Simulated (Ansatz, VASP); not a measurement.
# One calculation of Si2AgAs3, two programs

```xyz
6
Lattice="6.5261 0.0000 0.0000 -3.2631 5.6518 0.0000 0.0000 0.0000 3.4518" Properties=species:S:1:pos:R:3 pbc="T T T"
Si    3.2631    1.8839    0.0000
Si    0.0000    3.7679    0.0000
Ag    0.0000    0.0000    0.0000
As    3.2631    0.0000    1.7259
As   -1.6315    2.8259    1.7259
As    1.6315    2.8259    1.7259
```

Alike in both runs: functional PBE; k mesh 6 × 6 × 12; occupations gaussian, width 0.1 eV; no spin polarisation.

Ansatz relaxed the structure, and its values are those at the end. VASP's run is a single point on that final structure, the one shown.

```csv
,VASP,Ansatz
version,VASP 6.6.1,Ansatz 0.2.0
potentials or method,"VASP PAW PBE potentials, release 64 (Si, Ag, As), cutoff 520 eV","scalar-relativistic, plane waves, PAW"
valence electrons in the cell,34,72
```

VASP gave:

- gap on the k mesh at the Fermi level (eV): none
- pressure (GPa): 0.1

What did Ansatz give for the same quantities?

gap on the k mesh at the Fermi level (eV): none; pressure (GPa): 0.0.

A gap of «none» marks a metal or a gap that the smearing closes. With one functional, cell and mesh, what is left measures potentials, basis and numerics. VASP's potentials hold 34 valence electrons a cell and Ansatz's 72, so a difference there can come from the potentials and not from the codes.
